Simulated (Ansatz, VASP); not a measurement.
## Ge2Sb2Te: VASP beside Ansatz

```
CELL_PARAMETERS angstrom
5.57514 0.00000 0.00000
0.00000 5.57514 0.00000
0.00000 0.00000 8.52686
ATOMIC_POSITIONS crystal
Ge 0.00000 0.50000 0.50000
Ge 0.50000 0.00000 0.50000
Sb 0.50000 0.50000 0.84437
Sb 0.50000 0.50000 0.15563
Te 0.50000 0.50000 0.50000
```

Alike in both runs: functional PBE; k mesh 4 × 4 × 2; occupations gaussian, width 0.2 eV; no spin polarisation.

Ansatz relaxed the structure, and its values are those at the end. VASP's run is a single point on that final structure, the one shown.

```csv
,VASP,Ansatz
version,VASP 6.6.1,Ansatz 0.2.0
potentials or method,"VASP PAW PBE potentials, release 64 (Ge_d, Sb, Te), cutoff 500 eV","scalar-relativistic, plane waves, PAW"
valence electrons in the cell,44,74
```

Ansatz gave:

| Property | Result |
| --- | --- |
| gap on the k mesh at the Fermi level (eV) | none |
| pressure (GPa) | 0.6 |
| rms of the force components (eV/Å) | 0.000 |

Task: Estimate VASP's values.

Result: gap on the k mesh at the Fermi level (eV): none; pressure (GPa): 0.6; rms of the force components (eV/Å): 0.006.

A gap of «none» marks a metal or a gap that the smearing closes. With one functional, cell and mesh, what is left measures potentials, basis and numerics. VASP's potentials hold 44 valence electrons a cell and Ansatz's 74, so a difference there can come from the potentials and not from the codes.

The k mesh is coarse, so the values compare programs but aren't converged. Spin-orbit coupling is off throughout.
